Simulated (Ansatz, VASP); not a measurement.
# Rh: VASP beside Ansatz

```
CELL_PARAMETERS angstrom
1.91425 -1.91320 0.00000
1.91425 1.91320 0.00000
0.00000 0.00000 7.49691
ATOMIC_POSITIONS crystal
Rh 0.75000 0.25000 0.12498
Rh 0.75000 0.25000 0.62498
Rh 0.25000 0.75000 0.87502
Rh 0.25000 0.75000 0.37502
```

Alike in both runs: functional r2SCAN; k mesh 6 × 6 × 4; occupations gaussian, width 0.1 eV; no spin polarisation.

Ansatz relaxed the structure, and its values are those at the end. VASP's run is a single point on that final structure, the one shown.

|  | VASP | Ansatz |
| --- | --- | --- |
| version | VASP 6.6.1 | Ansatz 0.2.0 |
| potentials or method | VASP PAW PBE potentials, release 64 (Rh_sv_GW), cutoff 580 eV | scalar-relativistic, plane waves, PAW |
| valence electrons in the cell | 68 | 68 |

Ansatz gave:

```
gap on the k mesh at the Fermi level (eV) : none
pressure (GPa)                            : 0.1
```

Which values does VASP return?

gap on the k mesh at the Fermi level (eV): none; pressure (GPa): -1.6.

VASP's potentials were made for PBE, not for r2SCAN. A gap of «none» marks a metal or a gap that the smearing closes. With one functional, cell and mesh, what is left measures potentials, basis and numerics.

The k mesh is coarse, so the values compare programs but aren't converged.
